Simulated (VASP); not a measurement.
# AlN (Cmc2_1) in VASP: a series of runs

The runs below take AlN through single point, with LDA.

Program: VASP 6.6.1. These are calculated values, not measurements. Logs are shortened: lines on timing, memory, paths and dates and some standing lists are left out, and cuts for length are marked.

**1. The cell of the first run**

It takes space group Cmc2_1 (No. 36, orthorhombic). Conventional cell: a = 3.063 Å, b = 5.305 Å, c = 4.903 Å, α = 90.00°, β = 90.00°, γ = 90.00°. Within 2.5 Å of Al (site symmetry m) lie 4 N at 1.85 to 1.88 Å. Within 2.5 Å of N (site symmetry m) lie 4 Al at 1.85 to 1.88 Å.

**2. Single point, LDA**

INCAR reads:

```
SYSTEM = AlN
PREC = Accurate
ENCUT = 520
EDIFF = 1E-7
ISMEAR = 0
SIGMA = 0.05
LREAL = .FALSE.
LASPH = .TRUE.
NELM = 80
ALGO = Normal
ISIF = 2
LWAVE = .FALSE.
LCHARG = .FALSE.
NBANDS = 16
```

KPOINTS reads:

```
regular mesh
0
G
  9 9 6
  0 0 0
```

POSCAR reads:

```
AlN
1.0
    3.0631058397      0.0000000000      0.0000000000
   -1.5315529199      2.6527274717      0.0000000000
    0.0000000000      0.0000000000      4.9027355419
Al N
2 2
Direct
    0.3494085240      0.6988170481      0.0015212672
    0.6505914760      0.3011829519      0.5015212672
    0.3189889223      0.6379778447      0.3834787328
    0.6810110777      0.3620221553      0.8834787328
```

Potentials or basis: VASP PAW LDA potentials, release 64 (Al, N).

Run with:

```console
cat potpaw_LDA.64/Al/POTCAR potpaw_LDA.64/N/POTCAR > POTCAR
mpirun -np 1 vasp_std > vasp.out
```

OUTCAR:

```text
SYSTEM = AlN
   PREC = Accurate
   ENCUT = 520
   EDIFF = 1E-7
   ISMEAR = 0
   LREAL = .FALSE.
   LASPH = .TRUE.
   NELM = 80
   ISIF = 2

 ion  position               nearest neighbor table
   1  0.349  0.699  0.002-   4 1.85   4 1.87   4 1.87   3 1.88   2 2.93   2 2.93   2 3.08   2 3.08
                             2 3.08   2 3.08
   2  0.651  0.301  0.502-   3 1.85   3 1.87   3 1.87   4 1.88   1 2.93   1 2.93   1 3.08   1 3.08
                             1 3.08   1 3.08
   3  0.319  0.638  0.383-   2 1.85   2 1.87   2 1.87   1 1.88
   4  0.681  0.362  0.883-   1 1.85   1 1.87   1 1.87   2 1.88

  LATTYP: Found a hexagonal cell.
 ALAT       =     3.0631058397
 C/A-ratio  =     1.6005766038

  Lattice vectors:

 A1 = (   3.0631058397,   0.0000000000,   0.0000000000)
 A2 = (  -1.5315529199,   2.6527274717,   0.0000000000)
 A3 = (   0.0000000000,   0.0000000000,   4.9027355419)

Analysis of symmetry for initial positions (statically):
=====================================================================
 Subroutine PRICEL returns:
 Original cell was already a primitive cell.

 Routine SETGRP: Setting up the symmetry group for a
 hexagonal supercell.

 Subroutine GETGRP returns: Found  4 space group operations
 (whereof  2 operations were pure point group operations)
 out of a pool of 24 trial point group operations.

The static configuration has the point symmetry C_1h.
 The point group associated with its full space group is C_2v.

Analysis of symmetry for dynamics (positions and initial velocities):
=====================================================================
 Subroutine PRICEL returns:
 Original cell was already a primitive cell.

 Routine SETGRP: Setting up the symmetry group for a
 hexagonal supercell.

 Subroutine GETGRP returns: Found  4 space group operations
 (whereof  2 operations were pure point group operations)
 out of a pool of 24 trial point group operations.

The dynamic configuration has the point symmetry C_1h.
 The point group associated with its full space group is C_2v.

 Subroutine INISYM returns: Found  4 space group operations
 (whereof  2 operations are pure point group operations),
 and found     1 'primitive' translations

----------------------------------------------------------------------------------------

                                     Primitive cell

  volume of cell :      39.8376

  direct lattice vectors                    reciprocal lattice vectors
     3.063105840  0.000000000  0.000000000     0.326466029  0.188485250  0.000000000
    -1.531552920  2.652727472  0.000000000     0.000000000  0.376970499  0.000000000
     0.000000000  0.000000000  4.902735542     0.000000000  0.000000000  0.203967763

  length of vectors
     3.063105840  3.063105840  4.902735542     0.376970499  0.376970499  0.203967763

  position of ions in fractional coordinates (direct lattice)
     0.349408524  0.698817048  0.001521267
     0.650591476  0.301182952  0.501521267
     0.318988922  0.637977845  0.383478733
     0.681011078  0.362022155  0.883478733

  ion indices of the primitive-cell ions
   primitive index   ion index
                 1           1
                 2           2
                 3           3
                 4           4

----------------------------------------------------------------------------------------

 KPOINTS: regular mesh

Automatic generation of k-mesh.
 Grid dimensions read from file:
 generate k-points for:    9    9    6

 Generating k-lattice:

  Cartesian coordinates                     Fractional coordinates (reciprocal lattice)
     0.036274003  0.020942806  0.000000000     0.111111111  0.000000000  0.000000000
     0.000000000  0.041885611  0.000000000     0.000000000  0.111111111  0.000000000
     0.000000000  0.000000000  0.033994627     0.000000000  0.000000000  0.166666667

  Length of vectors
     0.041885611  0.041885611  0.033994627

  Shift w.r.t. Gamma in fractional coordinates (k-lattice)
     0.000000000  0.000000000  0.000000000

 Subroutine IBZKPT returns following result:
 ===========================================

 Found    100 irreducible k-points:

 Following reciprocal coordinates:
            Coordinates               Weight
  0.000000  0.000000  0.000000      1.000000
  0.111111  0.000000  0.000000      4.000000
  0.000000  0.111111  0.000000      2.000000
  0.222222  0.000000  0.000000      4.000000
  0.000000  0.222222  0.000000      2.000000
  0.333333  0.000000  0.000000      4.000000
[... 16 lines left out ...]
 -0.222222 -0.444444  0.000000      4.000000
  0.444444  0.333333  0.000000      4.000000
 [... further k-points ...]
   k-points           NKPTS =    100   k-points in BZ     NKDIM =    100   number of bands    NBANDS=     16
   number of dos      NEDOS =    301   number of ions     NIONS =      4
   total plane-waves  NPLWV =  20736
   dimension x,y,z NGX =    24 NGY =   24 NGZ =   36
   dimension x,y,z NGXF=    48 NGYF=   48 NGZF=   72
   ions per type =               2   2
   NGX,Y,Z   is equivalent  to a cutoff of  13.03, 13.03, 12.21 a.u.
   NGXF,Y,Z  is equivalent  to a cutoff of  26.05, 26.05, 24.41 a.u.
 SYSTEM =  AlN
   PREC   = accura    normal or accurate (medium, high low for compatibility)
   ISTART =      0    job   : 0-new  1-cont  2-samecut
   ICHARG =      2    charge: 1-file 2-atom 10-const
   ISPIN  =      1    spin polarized calculation?
   LNONCOLLINEAR =      F non collinear calculations
   LSORBIT =      F    spin-orbit coupling
   LASPH  =      T    aspherical Exc in radial PAW
   ENCUT  =  520.0 eV  38.22 Ry    6.18 a.u.   5.70  5.70  9.12*2*pi/ulx,y,z
   NELM   =     80;   NELMIN=  2; NELMDL= -5     # of ELM steps
   EDIFF  = 0.1E-06   stopping-criterion for ELM
   LREAL  =      F    real-space projection
   EDIFFG = 0.1E-05   stopping-criterion for IOM
   NSW    =      0    number of steps for IOM
   IBRION =     -1    ionic relax: 0-MD 1-quasi-New 2-CG
   NFREE  =      0    steps in history (QN), initial steepest desc. (CG)
   ISIF   =      2    stress and relaxation
   ISYM   =      2    0-nonsym 1-usesym 2-fastsym
   POTIM  = 0.5000    time-step for ionic-motion
   TEBEG  =    0.0;   TEEND  =   0.0 temperature during run
   PSTRESS=    0.0 pullay stress
   NELECT =      16.0000    total number of electrons
   NUPDOWN=      -1.0000    fix difference up-down
   EMIN   =  10.00;   EMAX   =-10.00  energy-range for DOS
   EFERMI =   0.00;   METHOD = LEGACY
   ISMEAR =     0;   SIGMA  =   0.05  broadening in eV -4-tet -1-fermi 0-gaus
   EFERMI_NEDOS =   21; number of points for ismear=-14 and -15
   IALGO  =     38    algorithm
   IMIX   =      4    mixing-type and parameters
     AMIX     =   0.40;   BMIX     =  1.00
     AMIX_MAG =   1.60;   BMIX_MAG =  1.00
  volume/ion in A,a.u.               =       9.96        67.21
  Fermi-wavevector in a.u.,A,eV,Ry     =   1.207861  2.282527 19.849938  1.458929
  Thomas-Fermi vector in A             =   2.343487
   LORBIT       =      0    0 simple, 1 ext, 2 COOP (PROOUT), +10 PAW based schemes
   GGA     = CA    functional components
   LHFCALC =     F    Hartree Fock is set to
   AEXX    =    0.0000 exact exchange contribution
   IVDW    =     0    specifies the selected vdW correction
   LEPSILON=     F    determine dielectric tensor
   LRPA    =     F    only Hartree local field effects (RPA)
 non-spin polarized calculation
 Gauss-broadening in eV      SIGMA  =   0.05
  energy-cutoff  :      520.00
  volume of cell :       39.84
 maximum number of plane-waves:      1092
   NGX = 11   NGY = 11   NGZ = 19

 number of electron      16.0000000 magnetization

 Free energy of the ion-electron system (eV)
  ---------------------------------------------------
  ext. energy  EPLUGINS =         0.00000000
  ---------------------------------------------------
  free energy    TOTEN  =       -32.76001404 eV

  energy without entropy =      -32.76001404  energy(sigma->0) =      -32.76001404

 E-fermi :   6.7024     XC(G=0): -11.4560

 val. band max:        6.4159754809   @ k =   0.0000   0.0000   0.0000
 cond. band min:      10.9719622811   @ k =   0.0000   0.0000   0.0000
 fundamental gap:      4.5559868002
 Fermi energy:         6.7023832319

 k-point     1 :       0.0000    0.0000    0.0000
  band No.  band energies     occupation
      1      -8.9593      2.00000
      2      -6.5806      2.00000
      3       0.1021      2.00000
      4       5.4336      2.00000
      5       5.5055      2.00000
      6       5.9839      2.00000
[... 8 lines left out ...]
     15      19.8651      0.00000
     16      20.0634      0.00000

 k-point     2 :       0.1111    0.0000    0.0000
  band No.  band energies     occupation
      1      -8.7898      2.00000
      2      -6.4846      2.00000
      3       0.2978      2.00000
      4       4.7412      2.00000
      5       5.2654      2.00000
      6       5.4883      2.00000
[... 8 lines left out ...]
     15      19.4815      0.00000
     16      19.8495      0.00000

 k-point     3 :       0.0000    0.1111    0.0000
  band No.  band energies     occupation
      1      -8.7910      2.00000
      2      -6.4805      2.00000
      3       0.2946      2.00000
      4       4.7180      2.00000
      5       5.2451      2.00000
      6       5.3823      2.00000
[... 8 lines left out ...]
     15      19.6914      0.00000
     16      19.8856      0.00000

 k-point     4 :       0.2222    0.0000    0.0000
  band No.  band energies     occupation
      1      -8.3058      2.00000
      2      -6.2442      2.00000
      3       0.8677      2.00000
      4       3.2215      2.00000
      5       4.1739      2.00000
      6       4.8422      2.00000
[... 8 lines left out ...]
     15      18.9781      0.00000
     16      19.7042      0.00000
[... 324 lines left out ...]
 k-point    22 :       0.3333    0.2222    0.0000
  band No.  band energies     occupation
      1      -6.6142      2.00000
      2      -5.9776      2.00000
      3       1.2497      2.00000
      4       2.1601      2.00000
      5       3.0524      2.00000
      6       3.1659      2.00000
[... 8 lines left out ...]
     15      19.1191      0.00000
     16      21.4857      0.00000

 k-point    23 :      -0.2222   -0.4444    0.0000
  band No.  band energies     occupation
      1      -6.6671      2.00000
      2      -5.8997      2.00000
      3       1.0254      2.00000
      4       2.3622      2.00000
      5       3.0096      2.00000
      6       3.0654      2.00000
[... 8 lines left out ...]
     15      19.2835      0.00000
     16      21.1838      0.00000

 k-point    24 :       0.4444    0.3333    0.0000
  band No.  band energies     occupation
      1      -6.5758      2.00000
      2      -6.0306      2.00000
      3       1.3061      2.00000
      4       2.3037      2.00000
      5       2.8867      2.00000
      6       3.2146      2.00000
[... 8 lines left out ...]
     15      19.3173      0.00000
     16      21.2577      0.00000

 [... further k-points ...]
[... 5 lines left out ...]
  --------------------------------------------------------------------------------------
  -------------------------------------------------------------------------------------
  Total        1.6486843      1.3616676      1.4754637     -0.0000000      0.0000000      0.0000000
  in kB       66.3063296     54.7631714     59.3397905     -0.0000000      0.0000000      0.0000000
  external PRESSURE =      60.1364305 kB  Pullay stress =       0.0000000 kB

 VOLUME and BASIS-vectors are now :
 -----------------------------------------------------------------------------
  energy-cutoff  :      520.00
  volume of cell :       39.84
      direct lattice vectors                 reciprocal lattice vectors
     3.063105840  0.000000000  0.000000000     0.326466029  0.188485250  0.000000000
    -1.531552920  2.652727472  0.000000000     0.000000000  0.376970499  0.000000000
     0.000000000  0.000000000  4.902735542     0.000000000  0.000000000  0.203967763

 POSITION                                       TOTAL-FORCE (eV/Angst)
 -----------------------------------------------------------------------------------
     -0.00000      1.85377      0.00746         0.000000     -0.529645      0.049941
      1.53155      0.79896      2.45883        -0.000000      0.529645      0.049941
     -0.00000      1.69238      1.88009        -0.000000      0.192772     -0.049941
      1.53155      0.96035      4.33146         0.000000     -0.192772     -0.049941
 -----------------------------------------------------------------------------------
    total drift:                               -0.000000      0.000000      0.000356

  FREE ENERGIE OF THE ION-ELECTRON SYSTEM (eV)
  ---------------------------------------------------
  free  energy   TOTEN  =       -32.7600140397 eV

  energy  without entropy=      -32.7600140397  energy(sigma->0) =      -32.76001404
```

Run time: 62 s. Hardware: 1 thread of Intel Xeon 8259CL, shared host; peak memory 0.17 GiB.

Results:

* Free energy: -32.7600 eV
* Pressure: 6.0 GPa
* Largest force: 0.532 eV/Å
* Band gap on the k mesh: 4.56 eV, direct

Forces in eV/Å, atoms in the order of the input:
```
Al   0.000 -0.530  0.050
Al   0.000  0.530  0.050
N    0.000  0.193 -0.050
N    0.000 -0.193 -0.050
```

Levels at points of the mesh, in eV from the valence-band top:
| k point | band 4 | band 5 | band 6 | band 7 | band 8 | band 9 | band 10 | band 11 | band 12 | band 13 |
| --- | --- | --- | --- | --- | --- | --- | --- | --- | --- | --- |
| (0.00, 0.00, 0.00) | -0.98 | -0.91 | -0.43 | -0.14 | 0.00 | 4.56 | 6.88 | 10.71 | 10.88 | 11.62 |
| (0.00, 0.00, 0.50) | -3.45 | -0.66 | -0.66 | -0.58 | -0.58 | 6.73 | 6.73 | 10.43 | 10.43 | 11.54 |

A k mesh can miss the band edges. Expect the measured gap to be larger: semilocal functionals such as LDA lack the derivative discontinuity.

(Continued in part 2 of 2.)
